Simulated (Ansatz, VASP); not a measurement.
One calculation of Zr, two programs

```
Zr
1.0
     3.24274    0.00000    0.00000
    -1.62137    2.80829    0.00000
     0.00000    0.00000    5.16410
Zr
2
Direct
  0.33333 0.66667 0.25000
  0.66667 0.33333 0.75000
```

Change from the starting cell: volume scaled by 1.01.

Alike in both runs: task single point; functional PBE; k mesh 13 × 13 × 7; occupations fermi-dirac, width 0.08 eV; no spin polarisation.

|  | VASP | Ansatz |
| --- | --- | --- |
| version | VASP 6.6.1 | Ansatz 0.2.0 |
| potentials or method | VASP PAW PBE potentials, release 64 (Zr_sv), cutoff 520 eV | all-electron LAPW, scalar-relativistic |

```csv
,VASP,Ansatz,Ansatz less VASP
pressure (GPa),-0.4,-0.4,-0.02
"traceless stress, the component that is largest in VASP (GPa)",0.40,0.40,+0.003
```

Ansatz ran all-electron here, and VASP with PAW potentials.
